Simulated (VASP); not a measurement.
Runs of VASP 6.6.1 on CdO. It takes space group Fm-3m (No. 225, cubic). The conventional cell has a = 4.706 Å, b = 4.706 Å, c = 4.706 Å, α = 90.00°, β = 90.00°, γ = 90.00°. Cd (site symmetry m-3m) has 6 O at 2.35 Å within 3.1 Å. O (site symmetry m-3m) has 6 Cd at 2.35 Å within 3.1 Å. 

| level | potentials or basis | spin | k mesh | cutoff (eV) | gap on the mesh (eV) | pressure (GPa) |
| --- | --- | --- | --- | --- | --- | --- |
| LDA | VASP PAW LDA potentials, release 64 (Cd, O) | off | 6 × 6 × 6 | 600 | none | -5.2 |
| PBE | VASP PAW PBE potentials, release 64 (Cd, O) | off | 8 × 8 × 8 | 600 | none | (a) |
| r2SCAN | VASP PAW PBE potentials, release 64 (Cd, O) | off | 8 × 8 × 8 | 660 | (b) | 1.5 |
| PBE | VASP PAW PBE potentials, release 64 (Cd, O) | off | 4 × 4 × 4 | 600 | none | 6.9 |
| PBE | VASP PAW PBE potentials, release 64 (Cd, O) | non-collinear, zero start, SOC | 6 × 6 × 6 | 600 | - | 6.6 |

Alike in all rows: task single point; cell as given; smearing fermi-dirac 0.02 eV.

**Question.** Fill in the values left out.

**Answer.** (a) 6.7; (b) 0.07.

Caveats: some runs use coarse meshes; the PAW data sets were made with another functional, which shifts forces and pressure a little (some runs).

A k mesh can miss the band edges, and rows without SOC leave out spin-orbit coupling on Cd.

A gap of «none» marks levels without a gap at the run's occupations.
